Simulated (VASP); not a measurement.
# B16P17 (a cell with a defect) in VASP: single point with PBE

Aim: the single point of B16P17 (a cell with a defect) with PBE.

Program: VASP 6.6.1. These are calculated values, not measurements. Logs are shortened: lines on timing, memory, paths and dates and some standing lists are left out, and cuts for length are marked.

**1. The cell of the first run**

The cell holds a defect, 33 atoms: a = 7.878 Å, b = 7.878 Å, c = 7.878 Å, α = 109.47°, β = 109.47°, γ = 109.47°.

**2. Single point, PBE (with an interstitial atom, then relaxed in part)**

File INCAR:

```
SYSTEM = B16P17
PREC     = Accurate       ! precision mode
ENCUT    = 520            ! plane-wave cutoff, eV
EDIFF    = 1E-6           ! SCF threshold, eV
ISMEAR   = 0              ! smearing method
SIGMA    = 0.01           ! smearing width, eV
LREAL    = Auto         
LASPH    = .True.         ! aspherical terms in the spheres
NELM     = 80             ! most SCF steps
ALGO     = Normal         ! electronic algorithm
ISIF     = 2              ! what is computed and relaxed
LWAVE    = .False.        ! write WAVECAR
LCHARG   = .False.        ! write CHGCAR
GGA      = PE             ! functional
NBANDS   = 88             ! bands
NELECT   = 132.0
```

File KPOINTS:

```
Automatic mesh
0
Gamma
  3 3 3
  0 0 0
```

File POSCAR:

```
B16P17
1.0
   -4.5481927936      4.5481927936     -4.5481927936
    4.5481927936     -4.5481927936     -4.5481927936
   -4.5481927936     -4.5481927936      4.5481927936
B P
16 17
Direct
    0.0000000000      0.2500000000      0.7500000000
    0.7500000000      0.2500000000      1.0000000000
    0.5000000000      0.2462992260      0.2462992260
    0.2500000000      0.0000000000      0.7500000000
    0.2462992260      0.2462992260      0.5000000000
    1.0203649621      1.0203649621      1.0203649621
    0.7500000000      0.0000000000      0.2500000000
    0.5000000000      0.7537007740      0.7537007740
    0.5000000000     -0.0203649621      0.5000000000
    0.2500000000      0.7500000000      1.0000000000
    0.0000000000      0.7500000000      0.2500000000
    0.7537007740      0.5000000000      0.7537007740
    0.7537007740      0.7537007740      0.5000000000
    0.5000000000      0.5000000000      0.9796350379
    0.2462992260      0.5000000000      0.2462992260
   -0.0203649621      0.5000000000      0.5000000000
   -0.0005776175      0.5000000000      0.7518882738
    0.7518882738      0.5000000000     -0.0005776175
    0.5000000000      0.5000000000      0.2215476279
    0.2481117262      0.2481117262      0.7475341087
    0.2215476279      0.5000000000      0.5000000000
    0.0005776175      0.2524658913      0.0005776175
    0.7475341087      0.2481117262      0.2481117262
    0.5000000000     -0.0005776175      0.7518882738
    0.5000000000      0.2215476279      0.5000000000
    0.2524658913      0.0005776175      0.0005776175
    0.0005776175      0.0005776175      0.2524658913
    0.7784523721      0.7784523721      0.7784523721
    0.7518882738     -0.0005776175      0.5000000000
    0.5000000000      0.7518882738     -0.0005776175
    0.2481117262      0.7475341087      0.2481117262
   -0.0005776175      0.7518882738      0.5000000000
    0.5000000000      0.5000000000      0.5000000000
```

Potentials or basis: VASP PAW PBE potentials, release 64 (B, P).

Command:

```console
$ cat potpaw_PBE.64/B/POTCAR potpaw_PBE.64/P/POTCAR > POTCAR
$ mpirun -np 1 vasp_std > vasp.out
```

OUTCAR:

```text
SYSTEM = B16P17
   PREC = Accurate
   ENCUT = 520
   EDIFF = 1E-6
   ISMEAR = 0
   LREAL = Auto
   LASPH = .True.
   NELM = 80
   ISIF = 2
   GGA = PE
   NELECT = 132.0

 ion  position               nearest neighbor table
   1  0.000  0.250  0.750-  17 1.97  20 1.97  22 1.97  29 1.97
   2  0.750  0.250  0.000-  18 1.97  22 1.97  23 1.97  24 1.97
   3  0.500  0.246  0.246-  23 1.94  26 1.94  25 2.07  19 2.07  33 2.31
   4  0.250  0.000  0.750-  20 1.97  24 1.97  26 1.97  32 1.97
   5  0.246  0.246  0.500-  20 1.94  27 1.94  25 2.07  21 2.07  33 2.31
   6  0.020  0.020  0.020-  28 1.91  27 1.94  22 1.94  26 1.94
   7  0.750  0.000  0.250-  30 1.97  27 1.97  29 1.97  23 1.97
   8  0.500  0.754  0.754-  24 1.94  30 1.94  28 2.07  21 2.07  33 2.31
   9  0.500  0.980  0.500-  25 1.91  24 1.94  29 1.94  31 1.94
  10  0.250  0.750  0.000-  17 1.97  26 1.97  30 1.97  31 1.97
  11  0.000  0.750  0.250-  18 1.97  27 1.97  31 1.97  32 1.97
  12  0.754  0.500  0.754-  17 1.94  18 1.94  28 2.07  25 2.07  33 2.31
  13  0.754  0.754  0.500-  29 1.94  32 1.94  19 2.07  28 2.07  33 2.31
  14  0.500  0.500  0.980-  19 1.91  18 1.94  20 1.94  30 1.94
  15  0.246  0.500  0.246-  22 1.94  31 1.94  19 2.07  21 2.07  33 2.31
  16  0.980  0.500  0.500-  21 1.91  17 1.94  23 1.94  32 1.94
  17  0.999  0.500  0.752-  16 1.94  12 1.94   1 1.97  10 1.97
  18  0.752  0.500  0.999-  14 1.94  12 1.94  11 1.97   2 1.97
  19  0.500  0.500  0.222-  14 1.91  13 2.07   3 2.07  15 2.07  33 2.19
  20  0.248  0.248  0.748-  14 1.94   5 1.94   1 1.97   4 1.97
  21  0.222  0.500  0.500-  16 1.91  15 2.07   5 2.07   8 2.07  33 2.19
  22  0.001  0.252  0.001-   6 1.94  15 1.94   1 1.97   2 1.97
  23  0.748  0.248  0.248-  16 1.94   3 1.94   7 1.97   2 1.97
  24  0.500  0.999  0.752-   9 1.94   8 1.94   2 1.97   4 1.97
  25  0.500  0.222  0.500-   9 1.91   5 2.07   3 2.07  12 2.07  33 2.19
  26  0.252  0.001  0.001-   6 1.94   3 1.94   4 1.97  10 1.97
  27  0.001  0.001  0.252-   6 1.94   5 1.94   7 1.97  11 1.97
  28  0.778  0.778  0.778-   6 1.91   8 2.07  12 2.07  13 2.07  33 2.19
  29  0.752  0.999  0.500-   9 1.94  13 1.94   1 1.97   7 1.97
  30  0.500  0.752  0.999-  14 1.94   8 1.94   7 1.97  10 1.97
  31  0.248  0.748  0.248-   9 1.94  15 1.94  11 1.97  10 1.97
  32  0.999  0.752  0.500-  16 1.94  13 1.94   4 1.97  11 1.97
  33  0.500  0.500  0.500-  19 2.19  21 2.19  25 2.19  28 2.19  13 2.31  15 2.31   3 2.31   5 2.31
                             8 2.31  12 2.31

  LATTYP: Found a body centered cubic cell.
 ALAT       =     9.0963855872

  Lattice vectors:

 A1 = (  -4.5481927936,   4.5481927936,  -4.5481927936)
 A2 = (   4.5481927936,  -4.5481927936,  -4.5481927936)
 A3 = (  -4.5481927936,  -4.5481927936,   4.5481927936)

Analysis of symmetry for initial positions (statically):
=====================================================================
 Subroutine PRICEL returns:
 Original cell was already a primitive cell.

 Routine SETGRP: Setting up the symmetry group for a
 body centered cubic supercell.

 Subroutine GETGRP returns: Found 24 space group operations
 (whereof  6 operations were pure point group operations)
 out of a pool of 48 trial point group operations.

The static configuration has the point symmetry C_3v.
 The point group associated with its full space group is T_d .

Analysis of symmetry for dynamics (positions and initial velocities):
=====================================================================
 Subroutine PRICEL returns:
 Original cell was already a primitive cell.

 Routine SETGRP: Setting up the symmetry group for a
 body centered cubic supercell.

 Subroutine GETGRP returns: Found 24 space group operations
 (whereof  6 operations were pure point group operations)
 out of a pool of 48 trial point group operations.

The dynamic configuration has the point symmetry C_3v.
 The point group associated with its full space group is T_d .

 Subroutine INISYM returns: Found 24 space group operations
 (whereof  6 operations are pure point group operations),
 and found     1 'primitive' translations

----------------------------------------------------------------------------------------

                                     Primitive cell

  volume of cell :     376.3367

  direct lattice vectors                    reciprocal lattice vectors
    -4.548192794  4.548192794 -4.548192794    -0.109933774  0.000000000 -0.109933774
     4.548192794 -4.548192794 -4.548192794     0.000000000 -0.109933774 -0.109933774
    -4.548192794 -4.548192794  4.548192794    -0.109933774 -0.109933774  0.000000000

  length of vectors
     7.877701001  7.877701001  7.877701001     0.155469835  0.155469835  0.155469835

  position of ions in fractional coordinates (direct lattice)
     0.000000000  0.250000000  0.750000000
     0.750000000  0.250000000  0.000000000
     0.500000000  0.246299226  0.246299226
     0.250000000  0.000000000  0.750000000
     0.246299226  0.246299226  0.500000000
     0.020364962  0.020364962  0.020364962
[... 25 lines left out ...]
     0.999422383  0.751888274  0.500000000
     0.500000000  0.500000000  0.500000000

  ion indices of the primitive-cell ions
   primitive index   ion index
                 1           1
                 2           2
                 3           3
                 4           4
                 5           5
                 6           6
[... 25 lines left out ...]
                32          32
                33          33

----------------------------------------------------------------------------------------

 KPOINTS: Automatic mesh

Automatic generation of k-mesh.
 Grid dimensions read from file:
 generate k-points for:    3    3    3

 Generating k-lattice:

  Cartesian coordinates                     Fractional coordinates (reciprocal lattice)
    -0.036644591  0.000000000 -0.036644591     0.333333333  0.000000000  0.000000000
     0.000000000 -0.036644591 -0.036644591     0.000000000  0.333333333  0.000000000
    -0.036644591 -0.036644591  0.000000000     0.000000000  0.000000000  0.333333333

  Length of vectors
     0.051823278  0.051823278  0.051823278

  Shift w.r.t. Gamma in fractional coordinates (k-lattice)
     0.000000000  0.000000000  0.000000000

 Subroutine IBZKPT returns following result:
 ===========================================

 Found      4 irreducible k-points:

 Following reciprocal coordinates:
            Coordinates               Weight
  0.000000  0.000000  0.000000      1.000000
  0.333333  0.000000  0.000000     12.000000
  0.333333  0.333333  0.000000      8.000000
 -0.333333  0.333333  0.333333      6.000000
   k-points           NKPTS =      4   k-points in BZ     NKDIM =      4   number of bands    NBANDS=     88
   number of dos      NEDOS =    301   number of ions     NIONS =     33
   total plane-waves  NPLWV = 216000
   dimension x,y,z NGX =    60 NGY =   60 NGZ =   60
   dimension x,y,z NGXF=   120 NGYF=  120 NGZF=  120
   ions per type =              16  17
   NGX,Y,Z   is equivalent  to a cutoff of  12.66, 12.66, 12.66 a.u.
   NGXF,Y,Z  is equivalent  to a cutoff of  25.32, 25.32, 25.32 a.u.
 SYSTEM =  B16P17
   PREC   = accura    normal or accurate (medium, high low for compatibility)
   ISTART =      0    job   : 0-new  1-cont  2-samecut
   ICHARG =      2    charge: 1-file 2-atom 10-const
   ISPIN  =      1    spin polarized calculation?
   LNONCOLLINEAR =      F non collinear calculations
   LSORBIT =      F    spin-orbit coupling
   LASPH  =      T    aspherical Exc in radial PAW
   ENCUT  =  520.0 eV  38.22 Ry    6.18 a.u.  14.65 14.65 14.65*2*pi/ulx,y,z
   NELM   =     80;   NELMIN=  2; NELMDL= -5     # of ELM steps
   EDIFF  = 0.1E-05   stopping-criterion for ELM
   LREAL  =      T    real-space projection
   EDIFFG = 0.1E-04   stopping-criterion for IOM
   NSW    =      0    number of steps for IOM
   IBRION =     -1    ionic relax: 0-MD 1-quasi-New 2-CG
   NFREE  =      0    steps in history (QN), initial steepest desc. (CG)
   ISIF   =      2    stress and relaxation
   ISYM   =      2    0-nonsym 1-usesym 2-fastsym
   POTIM  = 0.5000    time-step for ionic-motion
   TEBEG  =    0.0;   TEEND  =   0.0 temperature during run
   PSTRESS=    0.0 pullay stress
   NELECT =     132.0000    total number of electrons
   NUPDOWN=      -1.0000    fix difference up-down
   EMIN   =  10.00;   EMAX   =-10.00  energy-range for DOS
   EFERMI =   0.00;   METHOD = LEGACY
   ISMEAR =     0;   SIGMA  =   0.01  broadening in eV -4-tet -1-fermi 0-gaus
   EFERMI_NEDOS =   21; number of points for ismear=-14 and -15
   IALGO  =     38    algorithm
   IMIX   =      4    mixing-type and parameters
     AMIX     =   0.40;   BMIX     =  1.00
     AMIX_MAG =   1.60;   BMIX_MAG =  1.00
  volume/ion in A,a.u.               =      11.40        76.96
  Fermi-wavevector in a.u.,A,eV,Ry     =   1.154535  2.181756 18.135915  1.332952
  Thomas-Fermi vector in A             =   2.291171
   LORBIT       =      0    0 simple, 1 ext, 2 COOP (PROOUT), +10 PAW based schemes
   GGA     = PE    functional components
   LHFCALC =     F    Hartree Fock is set to
   AEXX    =    0.0000 exact exchange contribution
   IVDW    =     0    specifies the selected vdW correction
   LEPSILON=     F    determine dielectric tensor
   LRPA    =     F    only Hartree local field effects (RPA)
 non-spin polarized calculation
 Gauss-broadening in eV      SIGMA  =   0.01
  energy-cutoff  :      520.00
  volume of cell :      376.34
 maximum number of plane-waves:     10158
 NGX is ok and might be reduce to    60
   NGX = 29   NGY = 29   NGZ = 29

 number of electron     132.0000006 magnetization

 Free energy of the ion-electron system (eV)
  ---------------------------------------------------
  ext. energy  EPLUGINS =         0.00000000
  ---------------------------------------------------
  free energy    TOTEN  =      -210.72985015 eV

  energy without entropy =     -210.72716073  energy(sigma->0) =     -210.72850544

 E-fermi :   9.0986     XC(G=0): -11.0501

 val. band max:        8.9586566879   @ k =   0.3333   0.0000   0.0000
 cond. band min:       9.1033766036   @ k =   0.3333   0.3333   0.0000
 fundamental gap:      0.1447199156
 Fermi energy:         9.0985783478

 k-point     1 :       0.0000    0.0000    0.0000
  band No.  band energies     occupation
      1      -8.6460      2.00000
      2      -6.6390      2.00000
      3      -5.5151      2.00000
      4      -5.5151      2.00000
      5      -5.5151      2.00000
      6      -4.9146      2.00000
[... 70 lines left out ...]
     77      11.2578      0.00000
     78      11.3499      0.00000
[... 241 lines left out ...]
     77      11.3500      0.00000
     78      11.4320      0.00000
 [bands above 78 left out]

------------------------ aborting loop because EDIFF is reached ----------------------------------------

  FORCE on cell =-STRESS in cart. coord.  units (eV):
  Direction    XX          YY          ZZ          XY          YZ          ZX
  --------------------------------------------------------------------------------------
  -------------------------------------------------------------------------------------
  Total        2.4570687      2.4570687      2.4570687      0.0000000      0.0000000      0.0000000
  in kB       10.4604722     10.4604722     10.4604722      0.0000000      0.0000000      0.0000000
  external PRESSURE =      10.4604722 kB  Pullay stress =       0.0000000 kB

 VOLUME and BASIS-vectors are now :
 -----------------------------------------------------------------------------
  energy-cutoff  :      520.00
  volume of cell :      376.34
      direct lattice vectors                 reciprocal lattice vectors
    -4.548192794  4.548192794 -4.548192794    -0.109933774  0.000000000 -0.109933774
     4.548192794 -4.548192794 -4.548192794     0.000000000 -0.109933774 -0.109933774
    -4.548192794 -4.548192794  4.548192794    -0.109933774 -0.109933774  0.000000000

 POSITION                                       TOTAL-FORCE (eV/Angst)
 -----------------------------------------------------------------------------------
     -2.27410     -4.54819      2.27410         0.000000     -0.000000      0.000000
     -2.27410      2.27410     -4.54819         0.000000     -0.000000      0.000000
     -2.27410      0.03366     -2.27410         0.000000      0.004089      0.000000
     -4.54819     -2.27410      2.27410         0.000000     -0.000000      0.000000
     -2.27410     -2.27410      0.03366         0.000000     -0.000000      0.004089
     -0.09262     -0.09262     -0.09262        -0.017988     -0.017988     -0.017988
[... 25 lines left out ...]
     -3.39993     -1.14826     -5.69120         0.002385     -0.002385      0.000855
     -2.27410     -2.27410     -2.27410         0.000000     -0.000000      0.000000
 -----------------------------------------------------------------------------------
    total drift:                               -0.000001     -0.000001     -0.000002

  FREE ENERGIE OF THE ION-ELECTRON SYSTEM (eV)
  ---------------------------------------------------
  free  energy   TOTEN  =      -210.7298501542 eV

  energy  without entropy=     -210.7271607322  energy(sigma->0) =     -210.72850544
```

It took 2 min on 1 thread of Intel Xeon 6975P-C (Granite Rapids), shared host; peak memory 0.51 GiB.

Results:

| Item | Value |
| --- | --- |
| Free energy | -210.7299 eV |
| Largest force | 0.057 eV/Å |

Forces in eV/Å, atoms in the order of the input:
```
B    0.000  0.000  0.000
B    0.000  0.000  0.000
B    0.000  0.004  0.000
B    0.000  0.000  0.000
B    0.000  0.000  0.004
B   -0.018 -0.018 -0.018
B    0.000  0.000  0.000
B    0.000 -0.004  0.000
B   -0.018  0.018  0.018
B    0.000  0.000  0.000
B    0.000  0.000  0.000
B   -0.004  0.000  0.000
B    0.000  0.000 -0.004
B    0.018  0.018 -0.018
B    0.004  0.000  0.000
B    0.018 -0.018  0.018
P    0.001 -0.002  0.002
P    0.001  0.002 -0.002
P   -0.033 -0.033  0.033
P    0.002  0.002 -0.001
P   -0.033  0.033 -0.033
P   -0.001 -0.002 -0.002
P    0.002 -0.001  0.002
P   -0.002  0.001  0.002
P    0.033 -0.033 -0.033
P   -0.002 -0.001 -0.002
P   -0.002 -0.002 -0.001
P    0.033  0.033  0.033
P   -0.002  0.002  0.001
P    0.002  0.001 -0.002
P   -0.001  0.002  0.002
P    0.002 -0.002  0.001
P    0.000  0.000  0.000
```

Levels at points of the mesh, in eV from the Fermi level:
```tsv
k point	band 62	band 63	band 64	band 65	band 66	band 67	band 68	band 69	band 70	band 71
(0.00, 0.00, 0.00)	-2.84	-1.48	-1.48	-1.48	-0.50	-0.50	-0.50	-0.24	-0.24	0.68
```

Caveat: the cell carries a net charge on a neutralising background, which shifts energy and pressure; the cell differs from its parent crystal (with an interstitial atom, then relaxed in part); the cell is charged against a uniform background, so pressure and absolute levels hang on convention.
